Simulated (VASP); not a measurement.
Crystal: Os.

```
Os
1.0
     2.73410    0.00000    0.00000
    -1.36705    2.36780    0.00000
     0.00000    0.00000    4.31970
Os
2
Direct
  0.66667 0.33333 0.75000
  0.33333 0.66667 0.25000
```

Base run:

| Item | Value |
| --- | --- |
| Program | VASP 6.6.1 |
| Functional | LDA |
| Potentials or basis | VASP PAW LDA potentials, release 64 (Os) |
| Cutoff | 520 eV |
| k mesh | 11 × 11 × 6 |
| Occupations | fermi-dirac, width 0.05 eV |
| Spin | non-collinear spin, zero start, spin-orbit coupling |
| Starting moments | [[0.0, 0.0, 0.0], [0.0, 0.0, 0.0]] μB |

Its results: pressure -7.6 GPa; net moment 0.00 μB per cell.

Task: The run is repeated on the same cell with these changes: k mesh from 11 × 11 × 6 to 8 × 8 × 5; further incar settings from ALGO = Normal; EDIFF = 1e-07; NBANDS = 28 to ALGO = Normal; EDIFF = 1e-06; NBANDS = 28. What comes out?

Result: Pressure -8.3 GPa; net moment 0.00 μB per cell.

Caveats: the cell stands under tension.
